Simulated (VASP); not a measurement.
A run of VASP 6.6.1 is set up as follows.

The input INCAR:

```
ALGO = Normal
EDIFF = 1E-7
ENCUT = 520
GGA = PS
ISIF = 2
ISMEAR = -1
LASPH = True
LCHARG = False
LREAL = False
LWAVE = False
NBANDS = 16
NELM = 60
PREC = Accurate
SIGMA = 0.05
```

KPOINTS

```
k-points
0
Gamma
  8 8 8
```

File POSCAR:

```
InP
1.0
    0.0000000000      2.9690636329      2.9690636329
    2.9690636329      0.0000000000      2.9690636329
    2.9690636329      2.9690636329      0.0000000000
In P
1 1
Direct
    0.0000000000      0.0000000000      0.0000000000
    0.7500000000      0.7500000000      0.7500000000
```

Potentials or basis: VASP PAW PBE potentials, release 64 (In_d, P).

Launch:

```bash
$ cat potpaw_PBE.64/In_d/POTCAR potpaw_PBE.64/P/POTCAR > POTCAR
$ mpirun -np 1 vasp_std > vasp.out
```

(1) Predict the band gap on the k mesh.

(2) What does it give for the pressure?

Answers

(1) 0.40 eV, direct.

(2) -1.9 GPa.

Caveat: the PAW data sets were made with another functional, which shifts forces and pressure a little; spin-orbit coupling is left out, which moves the levels of the heavy elements.
